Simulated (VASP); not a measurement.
# Ti8BH3O16 in VASP: single point with PBE

Aim: the single point of Ti8BH3O16 with PBE.

Program: VASP 6.6.1. These are calculated values, not measurements. Logs are shortened: lines on timing, memory, paths and dates and some standing lists are left out, and cuts for length are marked.

## (1) The cell of the first run

The cell holds a slab with vacuum, 28 atoms: a = 5.352 Å, b = 10.240 Å, c = 16.044 Å, α = 90.00°, β = 90.00°, γ = 105.15°.

## (2) Single point, PBE

Input file INCAR:

```
ALGO     = Normal         # electronic algorithm
EDIFF    = 1E-6           # SCF threshold, eV
ENCUT    = 520            # plane-wave cutoff, eV
GGA      = PE             # functional
ISIF     = 2              # what is computed and relaxed
ISMEAR   = 0              # smearing method
LASPH    = True           # aspherical terms in the spheres
LCHARG   = True           # write CHGCAR
LELF     = True           # ELF
LREAL    = Auto         
LVHAR    = True         
LWAVE    = False          # write WAVECAR
NBANDS   = 119            # bands
NELM     = 60             # most SCF steps
PREC     = Accurate       # precision mode
SIGMA    = 0.05           # smearing width, eV
```

Input file KPOINTS:

```
k-points
0
Gamma
  3 2 1
```

Input file POSCAR:

```
Ti8BH3O16
1.0
    5.3516670000      0.0000000000      0.0000000000
   -2.6758330000      9.8837090000      0.0000000000
    0.0000000000      0.0000000000     16.0438780000
Ti O B H
8 16 1 3
Direct
    0.0000000000      0.0000000000      0.0623291000
    0.6302751692      0.7984062789      0.1772561479
    0.2683239000      0.5366478000      0.1426059000
    0.3841620000      0.2683239000      0.1024675000
    0.5113647754      0.0866344423      0.2469562439
    0.1608038653      0.8692904671      0.3282524684
    0.8174352794      0.5861199791      0.2972090494
    0.9552698990      0.3347340537      0.2761853892
    0.9035764000      0.8071528000      0.0957403000
    0.5216484575      0.6012382835      0.2204240751
    0.7489095000      0.9978189000      0.1493331000
    0.3647475000      0.7294950000      0.1091947000
    0.1091112255      0.3092944044      0.1485620590
    0.2877384000      0.0754767000      0.1358787000
    0.4805855000      0.4611711000      0.0690563000
    0.5956163587      0.2726505022      0.1864968460
    0.4239776897      0.8831256585      0.2533058443
    0.1023932205      0.6820191955      0.3681078799
    0.2583451039      0.0571701141      0.3246705522
    0.8566226968      0.8007852756      0.2751618986
    0.7664342100      0.4333927942      0.3477641603
    0.7953339633      0.1486429501      0.3031694174
   -0.0212300788      0.5227911890      0.2104597762
    0.2460936093      0.3710007735      0.3163785868
    1.2163165926      0.7354343052      0.4495796916
    1.4362028371      0.7256626668      0.4594040957
    1.2442139632      0.8675234910      0.4426869396
    1.0702627247      0.7051216184      0.5082608323
```

Potentials or basis: VASP PAW PBE potentials, release 64 (Ti_sv, O, B, H).

Launch:

```sh
cat potpaw_PBE.64/Ti_sv/POTCAR potpaw_PBE.64/O/POTCAR potpaw_PBE.64/B/POTCAR potpaw_PBE.64/H/POTCAR > POTCAR
mpirun -np 1 vasp_std > vasp.out
```

OUTCAR:

```text
EDIFF = 1E-6
   ENCUT = 520
   GGA = PE
   ISIF = 2
   ISMEAR = 0
   LASPH = True
   LREAL = Auto
   NELM = 60
   PREC = Accurate

 ion  position               nearest neighbor table
   1  0.000  0.000  0.062-  11 1.93  14 1.93   9 1.98
   2  0.630  0.798  0.177-  12 1.78   9 1.95  20 1.98  17 1.99  11 2.02  10 2.07
   3  0.268  0.537  0.143-  10 1.83  23 1.87  15 1.93  12 1.98  13 2.26
   4  0.384  0.268  0.102-  16 1.75  13 1.79  14 1.98  15 1.98
   5  0.511  0.087  0.247-  22 1.74  19 1.81  17 2.02  16 2.08  14 2.13  11 2.35   6 2.83
   6  0.161  0.869  0.328-  20 1.81  17 1.83  19 1.86  27 1.89  18 1.97  25 2.44   5 2.83
   7  0.817  0.586  0.297-  21 1.72  23 1.84  18 1.95  10 2.04  20 2.18   8 2.88
   8  0.955  0.335  0.276-  24 1.64  22 1.92  21 1.97  23 2.17  13 2.25  16 2.35   7 2.88
   9  0.904  0.807  0.096-   2 1.95   1 1.98
  10  0.522  0.601  0.220-   3 1.83   7 2.04   2 2.07
  11  0.749  0.998  0.149-   1 1.93   2 2.02   5 2.35
  12  0.365  0.729  0.109-   2 1.78   3 1.98
  13  0.109  0.309  0.149-   4 1.79   8 2.25   3 2.26
  14  0.288  0.075  0.136-   1 1.93   4 1.98   5 2.13
  15  0.481  0.461  0.069-   3 1.93   4 1.98
  16  0.596  0.273  0.186-   4 1.75   5 2.08   8 2.35
  17  0.424  0.883  0.253-   6 1.83   2 1.99   5 2.02
  18  0.102  0.682  0.368-  25 1.48   7 1.95   6 1.97
  19  0.258  0.057  0.325-   5 1.81   6 1.86
  20  0.857  0.801  0.275-   6 1.81   2 1.98   7 2.18
  21  0.766  0.433  0.348-   7 1.72   8 1.97
  22  0.795  0.149  0.303-   5 1.74   8 1.92
  23  0.979  0.523  0.210-   7 1.84   3 1.87   8 2.17
  24  0.246  0.371  0.316-   8 1.64
  25  0.216  0.735  0.450-  28 1.21  26 1.22  27 1.33  18 1.48   6 2.44
  26  0.436  0.726  0.459-  25 1.22
  27  0.244  0.868  0.443-  25 1.33   6 1.89
  28  0.070  0.705  0.508-  25 1.21

  LATTYP: Found a base centered orthorhombic cell.
 ALAT       =     5.3516670000
 B/A-ratio  =     3.6936935725
 C/A-ratio  =     2.9979215822

  Lattice vectors:

 A1 = (   2.6758330000,  -9.8837090000,   0.0000000000)
 A2 = (   2.6758340000,   9.8837090000,   0.0000000000)
 A3 = (   0.0000000000,   0.0000000000,  16.0438780000)

Analysis of symmetry for initial positions (statically):
=====================================================================
 Subroutine PRICEL returns:
 Original cell was already a primitive cell.

 Routine SETGRP: Setting up the symmetry group for a
 base centered orthorhombic supercell.

 Subroutine GETGRP returns: Found  1 space group operations
 (whereof  1 operations were pure point group operations)
 out of a pool of  8 trial point group operations.

The static configuration has the point symmetry C_1 .

[... 171 lines left out ...]
   ISIF   =      2    stress and relaxation
   ISYM   =      2    0-nonsym 1-usesym 2-fastsym
   POTIM  = 0.5000    time-step for ionic-motion
   TEBEG  =    0.0;   TEEND  =   0.0 temperature during run
   PSTRESS=    0.0 pullay stress
   NELECT =     198.0000    total number of electrons
   NUPDOWN=      -1.0000    fix difference up-down
   EMIN   =  10.00;   EMAX   =-10.00  energy-range for DOS
   EFERMI =   0.00;   METHOD = LEGACY
   ISMEAR =     0;   SIGMA  =   0.05  broadening in eV -4-tet -1-fermi 0-gaus
   EFERMI_NEDOS =   21; number of points for ismear=-14 and -15
   IALGO  =     38    algorithm
   IMIX   =      4    mixing-type and parameters
     AMIX     =   0.40;   BMIX     =  1.00
     AMIX_MAG =   1.60;   BMIX_MAG =  1.00
  volume/ion in A,a.u.               =      30.31       204.53
  Fermi-wavevector in a.u.,A,eV,Ry     =   1.007837  1.904536 13.819928  1.015736
  Thomas-Fermi vector in A             =   2.140667
   LORBIT       =      0    0 simple, 1 ext, 2 COOP (PROOUT), +10 PAW based schemes
   GGA     = PE    functional components
   LHFCALC =     F    Hartree Fock is set to
   AEXX    =    0.0000 exact exchange contribution
   IVDW    =     0    specifies the selected vdW correction
   LEPSILON=     F    determine dielectric tensor
   LRPA    =     F    only Hartree local field effects (RPA)
 non-spin polarized calculation
 Gauss-broadening in eV      SIGMA  =   0.05
  energy-cutoff  :      520.00
  volume of cell :      848.63
 maximum number of plane-waves:     22870
 NGX is ok and might be reduce to    40
   NGX = 19   NGY = 39   NGZ = 59

 number of electron     197.9999989 magnetization

 Free energy of the ion-electron system (eV)
  ---------------------------------------------------
  ext. energy  EPLUGINS =         0.00000000
  ---------------------------------------------------
  free energy    TOTEN  =      -219.92580084 eV

  energy without entropy =     -219.92514464  energy(sigma->0) =     -219.92547274

 E-fermi :  -2.4286     XC(G=0):  -4.7178

 val. band max:       -2.5192314493   @ k =   0.0000   0.5000   0.0000
 cond. band min:      -2.3402037749   @ k =   0.0000   0.0000   0.0000
 fundamental gap:      0.1790276743
 Fermi energy:        -2.4285874698

 k-point     1 :       0.0000    0.0000    0.0000
  band No.  band energies     occupation
      1     -60.9196      2.00000
      2     -59.4414      2.00000
      3     -59.3062      2.00000
      4     -59.2488      2.00000
      5     -58.9083      2.00000
      6     -58.8934      2.00000
[... 445 lines left out ...]
    110       0.4510      0.00000
    111       0.5115      0.00000
 [bands above 111 left out]

------------------------ aborting loop because EDIFF is reached ----------------------------------------

  FORCE on cell =-STRESS in cart. coord.  units (eV):
  Direction    XX          YY          ZZ          XY          YZ          ZX
  --------------------------------------------------------------------------------------
  -------------------------------------------------------------------------------------
  Total        4.7579647     -7.0164141     -9.4438448      2.1184111      3.7372388      2.9170457
  in kB        8.9828349    -13.2466911    -17.8295770      3.9994700      7.0557478      5.5072581
  external PRESSURE =      -7.3644777 kB  Pullay stress =       0.0000000 kB

 VOLUME and BASIS-vectors are now :
 -----------------------------------------------------------------------------
  energy-cutoff  :      520.00
  volume of cell :      848.63
      direct lattice vectors                 reciprocal lattice vectors
     5.351667000  0.000000000  0.000000000     0.186857665  0.050588287  0.000000000
    -2.675833000  9.883709000  0.000000000     0.000000000  0.101176593  0.000000000
     0.000000000  0.000000000 16.043878000     0.000000000  0.000000000  0.062329070

 POSITION                                       TOTAL-FORCE (eV/Angst)
 -----------------------------------------------------------------------------------
      0.00000      0.00000      1.00000        -1.231389     -4.698747      7.800666
      1.23662      7.89122      2.84388         0.057124      0.019848      0.075499
      0.00000      5.30407      2.28795         2.538648      0.934010     -0.753872
      1.33792      2.65204      1.64398        -0.006391      3.910803      2.234831
      2.50483      0.85627      3.96214        -0.039962     -0.015432     -0.156509
     -1.46551      8.59181      5.26644        -0.003782     -0.023555      0.088060
[... 20 lines left out ...]
     -1.01440      8.57435      7.10242        -0.000854      0.004439      0.004640
     -1.51076      6.96922      8.15447        -0.009751     -0.002840      0.008644
 -----------------------------------------------------------------------------------
    total drift:                                0.008168     -0.023996      0.023864

  FREE ENERGIE OF THE ION-ELECTRON SYSTEM (eV)
  ---------------------------------------------------
  free  energy   TOTEN  =      -219.9258008405 eV

  energy  without entropy=     -219.9251446448  energy(sigma->0) =     -219.92547274
```

OSZICAR:

```text
N       E                     dE             d eps       ncg     rms          rms(c)
DAV:   1     0.260191183522E+04    0.26019E+04   -0.96566E+04  1104   0.155E+03
DAV:   2     0.154301779454E+03   -0.24476E+04   -0.23893E+04  1244   0.460E+02
DAV:   3    -0.253558575877E+03   -0.40786E+03   -0.40569E+03  1145   0.196E+02
DAV:   4    -0.291316977039E+03   -0.37758E+02   -0.37688E+02  1576   0.595E+01
[... 25 lines left out ...]
DAV:  30    -0.219925791709E+03   -0.11744E-04   -0.16603E-06   736   0.488E-03    0.261E-03
DAV:  31    -0.219925795499E+03   -0.37900E-05   -0.72384E-07   688   0.303E-03    0.152E-03
DAV:  32    -0.219925798280E+03   -0.27815E-05   -0.48318E-07   664   0.251E-03    0.700E-04
DAV:  33    -0.219925800211E+03   -0.19313E-05   -0.37728E-07   696   0.205E-03    0.490E-04
DAV:  34    -0.219925800840E+03   -0.62895E-06   -0.22655E-07   704   0.177E-03
   1 F= -.21992580E+03 E0= -.21992547E+03  d E =-.656196E-03
```

Run time: 24 min. Hardware: 1 thread of Intel Xeon Platinum 8259CL at 2.50GHz (Skylake/Cascade Lake), shared host; peak memory 0.91 GiB.

Results:

```yaml
Free_energy: -219.9258 eV
Largest_force: 9.189 eV/Å
Band_gap_on_the_k_mesh: 0.18 eV
```

Forces on the atoms (eV/Å):
```
Ti  -1.231 -4.699  7.801
Ti   0.057  0.020  0.075
Ti   2.539  0.934 -0.754
Ti  -0.006  3.911  2.235
Ti  -0.040 -0.015 -0.157
Ti  -0.004 -0.024  0.088
Ti  -0.058  0.149 -0.035
Ti  -0.288 -0.079 -0.171
O    0.468  3.558 -2.122
O    0.040  0.010  0.053
O    1.488  1.235 -3.103
O   -0.488 -1.755 -0.460
O   -0.078  0.013  0.050
O   -2.208 -1.876 -3.993
O   -0.617 -1.363  0.015
O    0.077  0.029  0.087
O    0.051 -0.022 -0.039
O   -0.009 -0.045 -0.022
O   -0.075  0.068  0.075
O   -0.060 -0.012 -0.035
O    0.003 -0.140  0.104
O    0.125  0.020  0.098
O   -0.025 -0.014  0.005
O    0.311  0.077  0.141
B    0.027  0.024  0.052
H    0.013 -0.004  0.000
H   -0.001  0.004  0.005
H   -0.010 -0.003  0.009
```

Levels at points of the mesh, in eV from the valence-band top:
```csv
k point,band 95,band 96,band 97,band 98,band 99,band 100,band 101,band 102,band 103,band 104
"(0.00, 0.00, 0.00)",-0.53,-0.46,-0.26,-0.08,0.00,0.18,0.80,0.91,1.16,1.75
"(0.00, 0.50, 0.00)",-0.55,-0.37,-0.28,-0.04,0.00,0.19,0.78,0.90,1.16,1.74
```
